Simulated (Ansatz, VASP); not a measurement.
## Ga4Bi3P in VASP and in Ansatz

```
CELL_PARAMETERS angstrom
6.12374 0.00000 0.00000
0.00000 6.12374 0.00000
0.00000 0.00000 6.12374
ATOMIC_POSITIONS crystal
P 0.00000 0.00000 0.00000
Ga 0.76836 0.76836 0.76836
Ga 0.23164 0.23164 0.76836
Ga 0.23164 0.76836 0.23164
Ga 0.76836 0.23164 0.23164
Bi 0.50000 0.50000 0.00000
Bi 0.50000 0.00000 0.50000
Bi 0.00000 0.50000 0.50000
```

Alike in both runs: task single point; functional PBE; k mesh 4 × 4 × 4; occupations fermi-dirac, width 0.02 eV; no spin polarisation.

|  | VASP | Ansatz |
| --- | --- | --- |
| version | VASP 6.6.1 | Ansatz 0.2.0 |
| potentials or method | VASP PAW PBE potentials, release 64 (P, Ga_d, Bi_d) | plane waves, PAW |
| plane-wave cutoff (eV) | 520 | 420 |
| valence electrons in the cell | 102 | 102 |

```tsv
	VASP	Ansatz	Ansatz less VASP
pressure (GPa)	2.0	2.0	-0.01
rms of the force components (eV/Å)	0.030	0.029	-0.0008
```

The functional is the same, so the differences come from potentials, cutoffs and numerics.

Neither program's run includes spin-orbit coupling.
